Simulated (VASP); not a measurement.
# LaO4 (I-43m) in VASP: single point with PBE

Aim: the single point of LaO4 with PBE.

Program: VASP 6.6.1. These are calculated values, not measurements. Logs are shortened: lines on timing, memory, paths and dates and some standing lists are left out, and cuts for length are marked.

## (1) The cell of the first run

It takes space group I-43m (No. 217, cubic). Conventional cell: a = 5.355 Å, b = 5.355 Å, c = 5.355 Å, α = 90.00°, β = 90.00°, γ = 90.00°. Within 2.3 Å of La (site symmetry -43m) lie 4 O at 1.71 Å. O (site symmetry 3m) has 1 La at 1.71 Å within 2.3 Å.

The cell was generated, and may not be a known phase.

## (2) Single point, PBE

INCAR reads:

```
SYSTEM = LaO4
ALGO     = Normal         ! electronic algorithm
EDIFF    = 1E-6           ! SCF threshold, eV
ENCUT    = 1340           ! plane-wave cutoff, eV
GGA      = PE             ! functional
GGA_COMPAT= .FALSE.      
ISIF     = 2              ! what is computed and relaxed
ISMEAR   = 0              ! smearing method
LASPH    = .TRUE.         ! aspherical terms in the spheres
LCHARG   = .TRUE.         ! write CHGCAR
LELF     = .TRUE.         ! ELF
LMAXMIX  = 6              ! l up to which the mixer works
LREAL    = .FALSE.        ! projectors in reciprocal space
LVHAR    = .TRUE.       
LWAVE    = .FALSE.        ! write WAVECAR
NBANDS   = 26             ! bands
NELM     = 200            ! most SCF steps
PREC     = Accurate       ! precision mode
SIGMA    = 0.1            ! smearing width, eV
```

KPOINTS reads:

```
k-points
0
G
  4 4 4
  0 0 0
```

POSCAR reads:

```
LaO4
1.0
   -2.6776322200      2.6776322200      2.6776322200
    2.6776322200     -2.6776322200      2.6776322200
    2.6776322200      2.6776322200     -2.6776322200
La O
1 4
Direct
    0.0000000000      0.0000000000      0.0000000000
    0.0000000000      0.6305807800      0.0000000000
    0.3694192200      0.3694192200      0.3694192200
    0.0000000000      0.0000000000      0.6305807800
    0.6305807800      0.0000000000      0.0000000000
```

Potentials or basis: VASP PAW PBE potentials, release 64 (La, O_h).

Run with:

```bash
cat potpaw_PBE.64/La/POTCAR potpaw_PBE.64/O_h/POTCAR > POTCAR
mpirun -np 1 vasp_std > vasp.out
```

OUTCAR:

```text
SYSTEM = LaO4
   EDIFF = 1E-6
   ENCUT = 1340
   GGA = PE
   ISIF = 2
   ISMEAR = 0
   LASPH = .TRUE.
   LREAL = .FALSE.
   NELM = 200
   PREC = Accurate

 ion  position               nearest neighbor table
   1  0.000  0.000  0.000-   2 1.71   3 1.71   4 1.71   5 1.71
   2  0.000  0.631  0.000-   1 1.71
   3  0.369  0.369  0.369-   1 1.71
   4  0.000  0.000  0.631-   1 1.71
   5  0.631  0.000  0.000-   1 1.71

  LATTYP: Found a body centered cubic cell.
 ALAT       =     5.3552644400

  Lattice vectors:

 A1 = (  -2.6776322200,   2.6776322200,   2.6776322200)
 A2 = (   2.6776322200,  -2.6776322200,   2.6776322200)
 A3 = (   2.6776322200,   2.6776322200,  -2.6776322200)

Analysis of symmetry for initial positions (statically):
=====================================================================
 Subroutine PRICEL returns:
 Original cell was already a primitive cell.

 Routine SETGRP: Setting up the symmetry group for a
 body centered cubic supercell.

 Subroutine GETGRP returns: Found 24 space group operations
 (whereof 24 operations were pure point group operations)
 out of a pool of 48 trial point group operations.

The static configuration has the point symmetry T_d .

Analysis of symmetry for dynamics (positions and initial velocities):
=====================================================================
 Subroutine PRICEL returns:
 Original cell was already a primitive cell.

 Routine SETGRP: Setting up the symmetry group for a
 body centered cubic supercell.

 Subroutine GETGRP returns: Found 24 space group operations
 (whereof 24 operations were pure point group operations)
 out of a pool of 48 trial point group operations.

The dynamic configuration has the point symmetry T_d .

 Subroutine INISYM returns: Found 24 space group operations
 (whereof 24 operations are pure point group operations),
 and found     1 'primitive' translations

----------------------------------------------------------------------------------------

                                     Primitive cell

  volume of cell :      76.7914

  direct lattice vectors                    reciprocal lattice vectors
    -2.677632220  2.677632220  2.677632220     0.000000000  0.186732142  0.186732142
     2.677632220 -2.677632220  2.677632220     0.186732142  0.000000000  0.186732142
     2.677632220  2.677632220 -2.677632220     0.186732142  0.186732142  0.000000000

  length of vectors
     4.637795049  4.637795049  4.637795049     0.264079128  0.264079128  0.264079128

  position of ions in fractional coordinates (direct lattice)
     0.000000000  0.000000000  0.000000000
     0.000000000  0.630580780  0.000000000
     0.369419220  0.369419220  0.369419220
     0.000000000  0.000000000  0.630580780
     0.630580780  0.000000000  0.000000000

  ion indices of the primitive-cell ions
   primitive index   ion index
                 1           1
                 2           2
                 3           3
                 4           4
                 5           5

----------------------------------------------------------------------------------------

 KPOINTS: k-points

Automatic generation of k-mesh.
 Grid dimensions read from file:
 generate k-points for:    4    4    4

 Generating k-lattice:

  Cartesian coordinates                     Fractional coordinates (reciprocal lattice)
     0.000000000  0.046683036  0.046683036     0.250000000  0.000000000  0.000000000
     0.046683036  0.000000000  0.046683036     0.000000000  0.250000000  0.000000000
     0.046683036  0.046683036  0.000000000     0.000000000  0.000000000  0.250000000

  Length of vectors
     0.066019782  0.066019782  0.066019782

  Shift w.r.t. Gamma in fractional coordinates (k-lattice)
     0.000000000  0.000000000  0.000000000

 Subroutine IBZKPT returns following result:
 ===========================================

 Found      8 irreducible k-points:

 Following reciprocal coordinates:
            Coordinates               Weight
  0.000000  0.000000  0.000000      1.000000
  0.250000  0.000000  0.000000     12.000000
  0.500000  0.000000  0.000000      6.000000
  0.250000  0.250000  0.000000     24.000000
  0.250000  0.250000  0.250000      2.000000
 -0.250000  0.250000  0.250000      6.000000
  0.500000  0.500000  0.250000     12.000000
  0.500000  0.500000  0.500000      1.000000
   k-points           NKPTS =      8   k-points in BZ     NKDIM =      8   number of bands    NBANDS=     26
   number of dos      NEDOS =    301   number of ions     NIONS =      5
   total plane-waves  NPLWV = 175616
   dimension x,y,z NGX =    56 NGY =   56 NGZ =   56
   dimension x,y,z NGXF=   112 NGYF=  112 NGZF=  112
   ions per type =               1   4
   NGX,Y,Z   is equivalent  to a cutoff of  20.07, 20.07, 20.07 a.u.
   NGXF,Y,Z  is equivalent  to a cutoff of  40.15, 40.15, 40.15 a.u.
 SYSTEM =  LaO4
   PREC   = accura    normal or accurate (medium, high low for compatibility)
   ISTART =      0    job   : 0-new  1-cont  2-samecut
   ICHARG =      2    charge: 1-file 2-atom 10-const
   ISPIN  =      1    spin polarized calculation?
   LNONCOLLINEAR =      F non collinear calculations
   LSORBIT =      F    spin-orbit coupling
   LASPH  =      T    aspherical Exc in radial PAW
   ENCUT  = 1340.0 eV  98.49 Ry    9.92 a.u.  13.84 13.84 13.84*2*pi/ulx,y,z
   NELM   =    200;   NELMIN=  2; NELMDL= -5     # of ELM steps
   EDIFF  = 0.1E-05   stopping-criterion for ELM
   LREAL  =      F    real-space projection
   EDIFFG = 0.1E-04   stopping-criterion for IOM
   NSW    =      0    number of steps for IOM
   IBRION =     -1    ionic relax: 0-MD 1-quasi-New 2-CG
   NFREE  =      0    steps in history (QN), initial steepest desc. (CG)
   ISIF   =      2    stress and relaxation
   ISYM   =      2    0-nonsym 1-usesym 2-fastsym
   POTIM  = 0.5000    time-step for ionic-motion
   TEBEG  =    0.0;   TEEND  =   0.0 temperature during run
   PSTRESS=    0.0 pullay stress
   NELECT =      35.0000    total number of electrons
   NUPDOWN=      -1.0000    fix difference up-down
   EMIN   =  10.00;   EMAX   =-10.00  energy-range for DOS
   EFERMI =   0.00;   METHOD = LEGACY
   ISMEAR =     0;   SIGMA  =   0.10  broadening in eV -4-tet -1-fermi 0-gaus
   EFERMI_NEDOS =   21; number of points for ismear=-14 and -15
   IALGO  =     38    algorithm
   IMIX   =      4    mixing-type and parameters
     AMIX     =   0.40;   BMIX     =  1.00
     AMIX_MAG =   1.60;   BMIX_MAG =  1.00
  volume/ion in A,a.u.               =      15.36       103.64
  Fermi-wavevector in a.u.,A,eV,Ry     =   1.259872  2.380814 21.596237  1.587279
  Thomas-Fermi vector in A             =   2.393410
   LORBIT       =      0    0 simple, 1 ext, 2 COOP (PROOUT), +10 PAW based schemes
   GGA     = PE    functional components
   LHFCALC =     F    Hartree Fock is set to
   AEXX    =    0.0000 exact exchange contribution
   IVDW    =     0    specifies the selected vdW correction
   LEPSILON=     F    determine dielectric tensor
   LRPA    =     F    only Hartree local field effects (RPA)
 non-spin polarized calculation
 Gauss-broadening in eV      SIGMA  =   0.10
  energy-cutoff  :     1340.00
  volume of cell :       76.79
 maximum number of plane-waves:      8628
   NGX = 27   NGY = 27   NGZ = 27

 number of electron      34.9999999 magnetization

 Free energy of the ion-electron system (eV)
  ---------------------------------------------------
  ext. energy  EPLUGINS =         0.00000000
  ---------------------------------------------------
  free energy    TOTEN  =       -22.40104277 eV

  energy without entropy =      -22.34266967  energy(sigma->0) =      -22.37185622

 E-fermi :   3.5676     XC(G=0):  -8.9954

 val. band max:        3.5525981625   @ k =   0.2500   0.2500   0.0000
 cond. band min:       3.5811616089   @ k =   0.5000   0.5000   0.2500
 fundamental gap:      0.0285634464
 Fermi energy:         3.5675843710

 k-point     1 :       0.0000    0.0000    0.0000
  band No.  band energies     occupation
      1     -29.0314      2.00000
      2     -19.0497      2.00000
      3     -19.0497      2.00000
      4     -19.0497      2.00000
      5     -13.0508      2.00000
      6      -9.0915      2.00000
[... 18 lines left out ...]
     25      10.3201      0.00000
     26      10.3201      0.00000

 k-point     2 :       0.2500    0.0000    0.0000
  band No.  band energies     occupation
      1     -29.0097      2.00000
      2     -19.2155      2.00000
      3     -19.1259      2.00000
      4     -19.0493      2.00000
      5     -12.9144      2.00000
      6      -9.1240      2.00000
[... 18 lines left out ...]
     25      10.2840      0.00000
     26      10.3031      0.00000

 k-point     3 :       0.5000    0.0000    0.0000
  band No.  band energies     occupation
      1     -28.9877      2.00000
      2     -19.3736      2.00000
      3     -19.1986      2.00000
      4     -19.0488      2.00000
      5     -12.7864      2.00000
      6      -9.1556      2.00000
[... 18 lines left out ...]
     25      10.2781      0.00000
     26      10.2856      0.00000

 k-point     4 :       0.2500    0.2500    0.0000
  band No.  band energies     occupation
      1     -28.9877      2.00000
      2     -19.3241      2.00000
      3     -19.2087      2.00000
      4     -19.0940      2.00000
      5     -12.7700      2.00000
      6      -8.9680      2.00000
[... 18 lines left out ...]
     25      10.2505      0.00000
     26      10.2702      0.00000

 k-point     5 :       0.2500    0.2500    0.2500
  band No.  band energies     occupation
      1     -28.9866      2.00000
      2     -19.2148      2.00000
      3     -19.2148      2.00000
      4     -19.2148      2.00000
      5     -12.7283      2.00000
      6      -8.5728      2.00000
[... 18 lines left out ...]
     25      10.2580      0.00000
     26      10.2677      0.00000

 k-point     6 :      -0.2500    0.2500    0.2500
  band No.  band energies     occupation
      1     -28.9889      2.00000
      2     -19.2154      2.00000
      3     -19.2026      2.00000
      4     -19.2026      2.00000
      5     -12.7780      2.00000
      6      -8.5518      2.00000
[... 18 lines left out ...]
     25      10.2294      0.00000
     26      10.2739      0.00000

 k-point     7 :       0.5000    0.5000    0.2500
  band No.  band energies     occupation
      1     -28.9679      2.00000
      2     -19.3617      2.00000
      3     -19.2759      2.00000
      4     -19.2025      2.00000
      5     -12.6491      2.00000
      6      -8.5513      2.00000
[... 18 lines left out ...]
     25      10.2304      0.00000
     26      10.2430      0.00000

 k-point     8 :       0.5000    0.5000    0.5000
  band No.  band energies     occupation
      1     -28.9478      2.00000
      2     -19.3496      2.00000
      3     -19.3496      2.00000
      4     -19.3496      2.00000
      5     -12.5192      2.00000
      6      -7.8524      2.00000
[... 18 lines left out ...]
     25      10.2373      0.00000
     26      10.2373      0.00000

------------------------ aborting loop because EDIFF is reached ----------------------------------------

  FORCE on cell =-STRESS in cart. coord.  units (eV):
  Direction    XX          YY          ZZ          XY          YZ          ZX
  --------------------------------------------------------------------------------------
  -------------------------------------------------------------------------------------
  Total       13.7451526     13.7451526     13.7451526     -0.0000000     -0.0000000     -0.0000000
  in kB      286.7790228    286.7790228    286.7790228     -0.0000000     -0.0000000     -0.0000000
  external PRESSURE =     286.7790228 kB  Pullay stress =       0.0000000 kB

 VOLUME and BASIS-vectors are now :
 -----------------------------------------------------------------------------
  energy-cutoff  :     1340.00
  volume of cell :       76.79
      direct lattice vectors                 reciprocal lattice vectors
    -2.677632220  2.677632220  2.677632220     0.000000000  0.186732142  0.186732142
     2.677632220 -2.677632220  2.677632220     0.186732142  0.000000000  0.186732142
     2.677632220  2.677632220 -2.677632220     0.186732142  0.186732142  0.000000000

 POSITION                                       TOTAL-FORCE (eV/Angst)
 -----------------------------------------------------------------------------------
      0.00000      0.00000      0.00000        -0.000000      0.000000      0.000000
      1.68846     -1.68846      1.68846        -3.034459      3.034459     -3.034459
      0.98917      0.98917      0.98917         3.034459      3.034459      3.034459
      1.68846      1.68846     -1.68846        -3.034459     -3.034459      3.034459
     -1.68846      1.68846      1.68846         3.034459     -3.034459     -3.034459
 -----------------------------------------------------------------------------------
    total drift:                                0.000000      0.000000      0.000000

  FREE ENERGIE OF THE ION-ELECTRON SYSTEM (eV)
  ---------------------------------------------------
  free  energy   TOTEN  =       -22.4010427741 eV

  energy  without entropy=      -22.3426696734  energy(sigma->0) =      -22.37185622
```

Wall time 69 s (1 thread of AMD EPYC 9R45 (Zen 5), shared host); peak memory 0.42 GiB.

What came out:

```yaml
Free_energy: -22.4010 eV
Pressure: 28.7 GPa
Largest_force: 5.256 eV/Å
Band_gap_on_the_k_mesh: zero (an odd number of electrons rules out a gap without spin polarisation)
```

Forces on the atoms (eV/Å):
```
La   0.000  0.000  0.000
O   -3.034  3.034 -3.034
O    3.034  3.034  3.034
O   -3.034 -3.034  3.034
O    3.034 -3.034 -3.034
```

Caveat: the k points lie up to 0.41 Å⁻¹ apart, too coarse for converged energies and pressures of a metal; spin-orbit coupling is left out, which moves the levels of the heavy elements; an odd number of electrons without spin polarisation forces a metal; a magnetic or distorted state may lie lower.

The gap in the log of VASP goes by the Fermi energy; the results here count the filled bands.